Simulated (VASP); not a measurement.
# Hf (R-3m) in VASP: notebook, part 3 of 3

VASP 6.6.1. The steps go on from the part before.

**6. Electric field gradients, PBEsol (equal xy, yz and zx shear strains of +2 %)**

The input, INCAR:

```
ALGO     = Normal         # electronic algorithm
EDIFF    = 1E-8           # SCF threshold, eV
ENCUT    = 520            # plane-wave cutoff, eV
GGA      = PS             # functional
ISIF     = 2              # what is computed and relaxed
ISMEAR   = -1             # smearing method
LASPH    = T              # aspherical terms in the spheres
LCHARG   = F              # write CHGCAR
LEFG     = T            
LREAL    = F              # projectors in reciprocal space
LWAVE    = F              # write WAVECAR
NBANDS   = 11             # bands
NELM     = 80             # most SCF steps
PREC     = Accurate       # precision mode
SIGMA    = 0.03           # smearing width, eV
```

The input, KPOINTS:

```
k-points
0
Gamma
  16 16 16
```

The input, POSCAR:

```
Hf
1.0
    0.0444000000      2.2422000000      2.2422000000
    2.2422000000      0.0444000000      2.2422000000
    2.2422000000      2.2422000000      0.0444000000
Hf
1
Direct
    0.0000000000      0.0000000000      0.0000000000
```

Potentials or basis: VASP PAW PBE potentials, release 64 (Hf_pv).

The run is started by

```bash
$ cat potpaw_PBE.64/Hf_pv/POTCAR > POTCAR
$ mpirun -np 1 vasp_std > vasp.out
```

OUTCAR:

```text
EDIFF = 1E-8
   ENCUT = 520
   GGA = PS
   ISIF = 2
   ISMEAR = -1
   LASPH = T
   LREAL = F
   NELM = 80
   PREC = Accurate

 ion  position               nearest neighbor table
   1  0.000  0.000  0.000-

  LATTYP: Found a trigonal (rhomboedric) cell.
 ALAT       =     3.1712604813
 COS(alpha) =     0.5197000882

  Lattice vectors:

 A1 = (   0.0444000000,   2.2422000000,   2.2422000000)
 A2 = (   2.2422000000,   0.0444000000,   2.2422000000)
 A3 = (   2.2422000000,   2.2422000000,   0.0444000000)

Analysis of symmetry for initial positions (statically):
=====================================================================
 Subroutine PRICEL returns:
 Original cell was already a primitive cell.

 Routine SETGRP: Setting up the symmetry group for a
 trigonal (rhombohedral) supercell.

 Subroutine GETGRP returns: Found 12 space group operations
 (whereof 12 operations were pure point group operations)
 out of a pool of 12 trial point group operations.

The static configuration has the point symmetry D_3d.

Analysis of symmetry for dynamics (positions and initial velocities):
=====================================================================
 Subroutine PRICEL returns:
 Original cell was already a primitive cell.

 Routine SETGRP: Setting up the symmetry group for a
 trigonal (rhombohedral) supercell.

 Subroutine GETGRP returns: Found 12 space group operations
 (whereof 12 operations were pure point group operations)
 out of a pool of 12 trial point group operations.

[... 157 lines left out ...]
      4      -2.5555      2.00000
      5       5.8210      0.00000
      6       6.2842      0.00000
      7       6.2842      0.00000
      8       9.0162      0.00000
      9       9.0162      0.00000
     10      16.1735      0.00000
     11      17.8631      0.00000
[... 309 lines left out ...]
 k-point    24 :      -0.0625    0.0625    0.0000
  band No.  band energies     occupation
      1     -25.2198      2.00000
      2     -25.1875      2.00000
      3     -25.1454      2.00000
      4      -2.1757      2.00000
      5       5.8789      0.00000
      6       6.0158      0.00000
      7       6.4986      0.00000
      8       8.6212      0.00000
      9       8.9783      0.00000
     10      17.0122      0.00000
     11      17.8610      0.00000

 [... further k-points ...]

------------------------ aborting loop because EDIFF is reached ----------------------------------------

  FORCE on cell =-STRESS in cart. coord.  units (eV):
  Direction    XX          YY          ZZ          XY          YZ          ZX
  --------------------------------------------------------------------------------------
  -------------------------------------------------------------------------------------
  Total       -0.2619152     -0.2619152     -0.2619152     -0.1608210     -0.1608210     -0.1608210
  in kB      -19.1827901    -19.1827901    -19.1827901    -11.7786084    -11.7786084    -11.7786084
  external PRESSURE =     -19.1827901 kB  Pullay stress =       0.0000000 kB

 VOLUME and BASIS-vectors are now :
 -----------------------------------------------------------------------------
  energy-cutoff  :      520.00
  volume of cell :       21.88
      direct lattice vectors                 reciprocal lattice vectors
     0.044400000  2.242200000  2.242200000    -0.229730622  0.225269833  0.225269833
     2.242200000  0.044400000  2.242200000     0.225269833 -0.229730622  0.225269833
     2.242200000  2.242200000  0.044400000     0.225269833  0.225269833 -0.229730622

 POSITION                                       TOTAL-FORCE (eV/Angst)
 -----------------------------------------------------------------------------------
      0.00000      0.00000      0.00000         0.000000      0.000000      0.000000
 -----------------------------------------------------------------------------------
    total drift:                               -0.000000      0.000000      0.000000

  FREE ENERGIE OF THE ION-ELECTRON SYSTEM (eV)
  ---------------------------------------------------
  free  energy   TOTEN  =       -10.4270073250 eV

  energy  without entropy=      -10.4214950322  energy(sigma->0) =      -10.42425118

 Electric field gradients (V/A^2)
---------------------------------------------------------------------
 ion       V_xx      V_yy      V_zz      V_xy      V_xz      V_yz
---------------------------------------------------------------------
   1      -0.000     0.000     0.000   -22.187   -22.187   -22.187
---------------------------------------------------------------------

 Electric field gradients after diagonalization (V/A^2)
 (convention: |V_zz| > |V_xx| > |V_yy|)
----------------------------------------------------------------------
 ion       V_xx      V_yy      V_zz     asymmetry (V_yy - V_xx)/ V_zz
----------------------------------------------------------------------
   1      22.187    22.187   -44.374       0.000
----------------------------------------------------------------------

           NMR quadrupolar parameters

 Cq : quadrupolar parameter    Cq=e*Q*V_zz/h
 eta: asymmetry parameters     (V_yy - V_xx)/ V_zz
 Q  : nuclear electric quadrupole moment in mb (millibarn)
----------------------------------------------------------------------
 ion       Cq(MHz)       eta       Q (mb)
----------------------------------------------------------------------
   1      -0.107       0.000       1.000
----------------------------------------------------------------------
```

stdout:

```text
POSCAR found type information on POSCAR Hf
 POSCAR found :  1 types and       1 ions
 scaLAPACK will be used
 -----------------------------------------------------------------------------
|                                                                             |
|                                                                             |
|     You enforced a specific xc type in the INCAR file but a different       |
|     I HOPE YOU KNOW WHAT YOU ARE DOING!                                     |
|                                                                             |
 -----------------------------------------------------------------------------

 LDA part: xc-table for (Slater+PW92), standard interpolation
 POSCAR, INCAR and KPOINTS ok, starting setup
 FFT: planning ... GRIDC
 FFT: planning ... GRID_SOFT
 FFT: planning ... GRID
 WAVECAR not read
 entering main loop
ion   1
```

Wall time 27 s (1 thread of Intel Xeon 6975P-C (Granite Rapids), shared host); peak memory 0.22 GiB.

What came out:

| Quantity | Value |
| --- | --- |
| Free energy | -10.4270 eV |
| Pressure | -1.9 GPa |
| Band gap on the k mesh | zero (band 5 reaches 5.88 eV, above the bottom of band 6 at 4.32 eV) |

Stress tensor (GPa, compression positive):
```
-1.92 -1.18 -1.18
-1.18 -1.92 -1.18
-1.18 -1.18 -1.92
```

Electric field gradients, principal values (V/Å²):
| atom | least | middle | greatest (by size) |
| --- | --- | --- | --- |
| 1 Hf | 22.187 | 22.187 | -44.374 |

Caveat: the cell differs from its parent crystal (equal xy, yz and zx shear strains of +2 %); without QUAD_EFG the Cq values of the log hold for a quadrupole moment of 1 mb, not for the nuclei; the PAW data sets were made with another functional, which shifts forces and pressure a little; spin-orbit coupling is left out, which moves the levels of the heavy elements.

**7. Summary**

| cell | gap on the mesh (eV) | pressure (GPa) |
| --- | --- | --- |
| a = 3.108 Å, angles 61.3°, 1 atom | none | -1.9 |
| a = 3.124 Å, angles 60.7°, 1 atom | none | -2.0 |
| a = 3.155 Å, angles 59.3°, 1 atom | none | -2.0 |
| a = 3.171 Å, angles 58.7°, 1 atom | none | -1.9 |

Alike in all rows: task electric field gradients; level PBEsol; potentials or basis VASP PAW PBE potentials, release 64 (Hf_pv); no spin polarisation; k mesh 16 × 16 × 16; cutoff (eV) 520; smearing fermi-dirac 0.03 eV.

Caveats: the PAW data sets were made with another functional, which shifts forces and pressure a little; spin-orbit coupling is left out, which moves the levels of the heavy elements.

Absolute energies hang on the potentials; compare differences alone.
